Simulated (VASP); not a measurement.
# Ge2Sb2O (P4/mmm) in VASP: further runs, part 2 of 2

VASP 6.6.1. Earlier steps stand in the parts before.

### 3 Relaxation of cell and atoms, PBE

This run uses another cell than the first one, of 22.50 Å³/atom.

The input, INCAR:

```
ALGO = Normal ; EDIFF = 1E-7
EDIFFG = -0.04 ; ENCUT = 600
GGA = PE ; GGA_COMPAT = False
IBRION = 2 ; ISIF = 3
ISMEAR = 0 ; LASPH = True
LCHARG = False ; LREAL = False
LWAVE = False ; NELM = 120
NELMIN = 4 ; NSW = 90
PREC = Accurate ; SIGMA = 0.1
```

The input, KPOINTS:

```
k-points
0
Gamma
  6 6 2
```

The input, POSCAR:

```
Ge2Sb2O
1.0
    3.6360760100      0.0000000000      0.0000000000
    0.0000000000      3.6360760100      0.0000000000
    0.0000000000      0.0000000000      8.5106186500
Ge Sb O
2 2 1
Direct
    0.5000000000      0.5000000000      0.2236765700
    0.5000000000      0.5000000000      0.7763234300
    0.0000000000      0.0000000000      0.0000000000
    0.0000000000      0.0000000000      0.5000000000
    0.5000000000      0.5000000000      0.5000000000
```

Potentials or basis: VASP PAW PBE potentials, release 64 (Ge_d, Sb, O).

Launch:

```
$ cat potpaw_PBE.64/Ge_d/POTCAR potpaw_PBE.64/Sb/POTCAR potpaw_PBE.64/O/POTCAR > POTCAR
$ mpirun -np 1 vasp_std > vasp.out
```

OUTCAR:

```text
EDIFF = 1E-7
   EDIFFG = -0.04
   ENCUT = 600
   GGA = PE
   IBRION = 2
   ISIF = 3
   ISMEAR = 0
   LASPH = True
   LREAL = False
   NELM = 120
   NELMIN = 4
   NSW = 90
   PREC = Accurate

 ion  position               nearest neighbor table
   1  0.500  0.500  0.224-   5 2.35   3 3.20   3 3.20   3 3.20   3 3.20
   2  0.500  0.500  0.776-   5 2.35   3 3.20   3 3.20   3 3.20   3 3.20
   3  0.000  0.000  0.000-   1 3.20   2 3.20   1 3.20   2 3.20   1 3.20   2 3.20   1 3.20   2 3.20

   4  0.000  0.000  0.500-   5 2.57   5 2.57   5 2.57   5 2.57
   5  0.500  0.500  0.500-   1 2.35   2 2.35   4 2.57   4 2.57   4 2.57   4 2.57

  LATTYP: Found a simple tetragonal cell.
 ALAT       =     3.6360760100
 C/A-ratio  =     2.3406052642

  Lattice vectors:

 A1 = (   3.6360760100,   0.0000000000,   0.0000000000)
 A2 = (   0.0000000000,   3.6360760100,   0.0000000000)
 A3 = (   0.0000000000,   0.0000000000,   8.5106186500)

Analysis of symmetry for initial positions (statically):
=====================================================================
 Subroutine PRICEL returns:
 Original cell was already a primitive cell.

 Routine SETGRP: Setting up the symmetry group for a
 simple tetragonal supercell.

 Subroutine GETGRP returns: Found 16 space group operations
 (whereof 16 operations were pure point group operations)
 out of a pool of 16 trial point group operations.

The static configuration has the point symmetry D_4h.

Analysis of symmetry for dynamics (positions and initial velocities):
=====================================================================
 Subroutine PRICEL returns:
 Original cell was already a primitive cell.

 Routine SETGRP: Setting up the symmetry group for a
 simple tetragonal supercell.

 Subroutine GETGRP returns: Found 16 space group operations
 (whereof 16 operations were pure point group operations)
 out of a pool of 16 trial point group operations.

The dynamic configuration has the point symmetry D_4h.

 Subroutine INISYM returns: Found 16 space group operations
 (whereof 16 operations are pure point group operations),
 and found     1 'primitive' translations

----------------------------------------------------------------------------------------

                                     Primitive cell

  volume of cell :     112.5193

  direct lattice vectors                    reciprocal lattice vectors
     3.636076010  0.000000000  0.000000000     0.275021753  0.000000000  0.000000000
     0.000000000  3.636076010  0.000000000     0.000000000  0.275021753  0.000000000
     0.000000000  0.000000000  8.510618650     0.000000000  0.000000000  0.117500271

  length of vectors
     3.636076010  3.636076010  8.510618650     0.275021753  0.275021753  0.117500271

  position of ions in fractional coordinates (direct lattice)
     0.500000000  0.500000000  0.223676570
     0.500000000  0.500000000  0.776323430
     0.000000000  0.000000000  0.000000000
     0.000000000  0.000000000  0.500000000
     0.500000000  0.500000000  0.500000000

  ion indices of the primitive-cell ions
   primitive index   ion index
                 1           1
                 2           2
                 3           3
                 4           4
                 5           5

----------------------------------------------------------------------------------------
[... 31 lines left out ...]
  0.166667  0.166667  0.000000      4.000000
  0.333333  0.166667  0.000000      8.000000
[... 12 lines left out ...]
  0.500000  0.333333  0.500000      4.000000
  0.500000  0.500000  0.500000      1.000000
   k-points           NKPTS =     20   k-points in BZ     NKDIM =     20   number of bands    NBANDS=     26
   number of dos      NEDOS =    301   number of ions     NIONS =      5
   total plane-waves  NPLWV =  63000
   dimension x,y,z NGX =    30 NGY =   30 NGZ =   70
   dimension x,y,z NGXF=    60 NGYF=   60 NGZF=  140
   ions per type =               2   2   1
   NGX,Y,Z   is equivalent  to a cutoff of  13.72, 13.72, 13.67 a.u.
   NGXF,Y,Z  is equivalent  to a cutoff of  27.43, 27.43, 27.35 a.u.
 SYSTEM =  unknown system
   PREC   = accura    normal or accurate (medium, high low for compatibility)
   ISTART =      0    job   : 0-new  1-cont  2-samecut
   ICHARG =      2    charge: 1-file 2-atom 10-const
   ISPIN  =      1    spin polarized calculation?
   LNONCOLLINEAR =      F non collinear calculations
   LSORBIT =      F    spin-orbit coupling
   LASPH  =      T    aspherical Exc in radial PAW
   ENCUT  =  600.0 eV  44.10 Ry    6.64 a.u.   7.26  7.26 17.00*2*pi/ulx,y,z
   NELM   =    120;   NELMIN=  4; NELMDL= -5     # of ELM steps
   EDIFF  = 0.1E-06   stopping-criterion for ELM
   LREAL  =      F    real-space projection
   EDIFFG = -.4E-01   stopping-criterion for IOM
   NSW    =     90    number of steps for IOM
   IBRION =      2    ionic relax: 0-MD 1-quasi-New 2-CG
   NFREE  =      1    steps in history (QN), initial steepest desc. (CG)
   ISIF   =      3    stress and relaxation
   ISYM   =      2    0-nonsym 1-usesym 2-fastsym
   POTIM  = 0.5000    time-step for ionic-motion
   TEBEG  =    0.0;   TEEND  =   0.0 temperature during run
   PSTRESS=    0.0 pullay stress
   NELECT =      44.0000    total number of electrons
   NUPDOWN=      -1.0000    fix difference up-down
   EMIN   =  10.00;   EMAX   =-10.00  energy-range for DOS
   EFERMI =   0.00;   METHOD = LEGACY
   ISMEAR =     0;   SIGMA  =   0.10  broadening in eV -4-tet -1-fermi 0-gaus
   EFERMI_NEDOS =   21; number of points for ismear=-14 and -15
   IALGO  =     38    algorithm
   IMIX   =      4    mixing-type and parameters
     AMIX     =   0.40;   BMIX     =  1.00
     AMIX_MAG =   1.60;   BMIX_MAG =  1.00
  volume/ion in A,a.u.               =      22.50       151.86
  Fermi-wavevector in a.u.,A,eV,Ry     =   1.197154  2.262293 19.499568  1.433178
  Thomas-Fermi vector in A             =   2.333076
   LORBIT       =      0    0 simple, 1 ext, 2 COOP (PROOUT), +10 PAW based schemes
   GGA     = PE    functional components
   LHFCALC =     F    Hartree Fock is set to
   AEXX    =    0.0000 exact exchange contribution
   IVDW    =     0    specifies the selected vdW correction
   LEPSILON=     F    determine dielectric tensor
   LRPA    =     F    only Hartree local field effects (RPA)
 conjugate gradient relaxation of ions
 non-spin polarized calculation
 Gauss-broadening in eV      SIGMA  =   0.10
  energy-cutoff  :      600.00
  volume of cell :      112.52
 maximum number of plane-waves:      3777
 NGX is ok and might be reduce to    30
   NGX = 15   NGY = 15   NGZ = 33

--------------------------------------- Ionic step        1  -------------------------------------------

 number of electron      44.0000005 magnetization

 Free energy of the ion-electron system (eV)
  ---------------------------------------------------
  ext. energy  EPLUGINS =         0.00000000
  ---------------------------------------------------
  free energy    TOTEN  =       -21.50280763 eV

  energy without entropy =      -21.47978886  energy(sigma->0) =      -21.49129824

------------------------ aborting loop because EDIFF is reached ----------------------------------------

  FORCE on cell =-STRESS in cart. coord.  units (eV):
  Direction    XX          YY          ZZ          XY          YZ          ZX
  --------------------------------------------------------------------------------------
  -------------------------------------------------------------------------------------
  Total       -3.3412848     -3.3412848     -2.6165592      0.0000000     -0.0000000     -0.0000000
  in kB      -47.5769978    -47.5769978    -37.2575347      0.0000000     -0.0000000     -0.0000000
  external PRESSURE =     -44.1371768 kB  Pullay stress =       0.0000000 kB
[... 98 lines left out ...]
  FREE ENERGIE OF THE ION-ELECTRON SYSTEM (eV)
  ---------------------------------------------------
  free  energy   TOTEN  =       -21.6323444069 eV

  energy  without entropy=      -21.6102781248  energy(sigma->0) =      -21.62131127

[... ionic steps 4 to 24 ...]

--------------------------------------- Ionic step       25  -------------------------------------------

 number of electron      43.9999983 magnetization

------------------------ aborting loop because EDIFF is reached ----------------------------------------
[... 73 lines left out ...]
--------------------------------------- Ionic step       27  -------------------------------------------

 number of electron      43.9999986 magnetization

 Free energy of the ion-electron system (eV)
  ---------------------------------------------------
  ext. energy  EPLUGINS =         0.00000000
  ---------------------------------------------------
  free energy    TOTEN  =       -21.84998704 eV

  energy without entropy =      -21.83566796  energy(sigma->0) =      -21.84282750

 E-fermi :   6.8801     XC(G=0): -10.4395

 val. band max:        6.8724761953   @ k =   0.5000   0.1667   0.5000
 cond. band min:       6.9158874082   @ k =   0.5000   0.5000   0.5000
 fundamental gap:      0.0434112129
 Fermi energy:         6.8800860083

 k-point     1 :       0.0000    0.0000    0.0000
  band No.  band energies     occupation
      1     -17.9378      2.00000
      2     -17.9337      2.00000
      3     -17.9168      2.00000
      4     -17.9168      2.00000
      5     -17.9158      2.00000
      6     -17.9158      2.00000
[... 601 lines left out ...]
  FREE ENERGIE OF THE ION-ELECTRON SYSTEM (eV)
  ---------------------------------------------------
  free  energy   TOTEN  =       -21.8499870409 eV

  energy  without entropy=      -21.8356679581  energy(sigma->0) =      -21.84282750

 reached required accuracy - stopping structural energy minimisation
```

It took 17 min on 1 thread of Intel Xeon 6975P-C (Granite Rapids), shared host; peak memory 0.3 GiB.

What came out:

```
Free energy                           : -21.8500 eV
Relaxed volume                        : 20.98 Å³/atom
Relaxed cell                          : a = 3.362 Å, b = 3.362 Å, c = 9.285 Å, α = 90.00°, β = 90.00°, γ = 90.00°
Space group after relaxing (to 0.1 Å) : P4/mmm (No. 123)
Energy gained by relaxing             : 69.4 meV/atom
Ionic steps                           : 27
Pressure after relaxing               : 0.0 GPa
Largest force after relaxing          : 0.025 eV/Å
Band gap on the k mesh                : zero (bands 22 and 23 overlap by 2.29 eV)
```

Forces on the atoms (eV/Å):
```
Ge   0.000  0.000  0.025
Ge   0.000  0.000 -0.025
Sb   0.000  0.000  0.000
Sb   0.000  0.000  0.000
O    0.000  0.000  0.000
```

The path:
```csv
step,energy change (eV),largest force (eV/Å),pressure (GPa),volume (Å³)
1,0.0000,0.1320,-4.41,112.52
2,-0.1266,0.3006,0.95,102.72
3,-0.1295,0.2787,0.15,103.91
4,-0.1437,0.2179,0.21,103.71
5,-0.1821,0.0335,0.62,103.08
6,-0.2270,0.2644,2.19,101.64
7,-0.2200,0.3942,3.45,100.85
8,-0.2280,0.3099,2.60,101.35
9,-0.2339,0.3273,2.54,101.53
10,-0.2487,0.3742,2.40,102.07
11,-0.2649,0.4609,2.23,103.10
12,-0.2392,0.5425,2.33,105.05
13,-0.2645,0.4966,2.24,103.56
14,-0.2779,0.4667,1.62,104.29
15,-0.3005,0.3641,-0.11,106.52
16,-0.3022,0.3254,-0.67,107.32
17,-0.3091,0.2969,-0.64,107.24
18,-0.3234,0.1940,-0.50,107.00
19,-0.3232,0.0253,-0.08,106.51
20,-0.3280,0.1101,-0.32,106.76
21,-0.3319,0.1101,-0.10,106.27
22,-0.3384,0.1085,0.63,104.78
23,-0.3418,0.0965,0.37,105.00
24,-0.3448,0.0758,-0.18,105.47
25,-0.3448,0.0743,-0.22,105.51
26,-0.3457,0.0621,-0.17,105.36
27,-0.3472,0.0252,0.01,104.92
```

Final structure:
```
Ge Sb O
1.0
     3.36165    0.00000    0.00000
     0.00000    3.36165    0.00000
     0.00000    0.00000    9.28453
Ge Sb O
2 2 1
Cartesian
  1.6808 1.6808 2.0015
  1.6808 1.6808 7.2830
  0.0000 0.0000 0.0000
  0.0000 0.0000 4.6423
  1.6808 1.6808 4.6423
```

Levels at points of the mesh, in eV from the Fermi level:
```csv
k point,band 20,band 21,band 22,band 23,band 24,band 25
"(0.00, 0.00, 0.00)",0.76,0.76,1.29,1.70,3.01,3.01
"(0.50, 0.00, 0.00)",-1.54,-0.94,-0.39,-0.25,1.91,3.18
"(0.50, 0.50, 0.00)",-3.35,-1.75,-1.75,-0.99,0.14,0.93
"(0.00, 0.00, 0.50)",0.29,0.74,0.74,3.03,3.03,3.44
"(0.50, 0.00, 0.50)",-1.85,-1.20,-0.99,1.76,1.84,3.23
"(0.50, 0.50, 0.50)",-3.70,-1.51,-1.51,-0.43,0.04,0.70
```

Caveat: the k points lie up to 0.34 Å⁻¹ apart in the final cell, too coarse for converged energies and pressures of a metal; spin-orbit coupling is left out, which moves the levels of the heavy elements.

The gap in the log of VASP goes by the Fermi energy; the results here count the filled bands.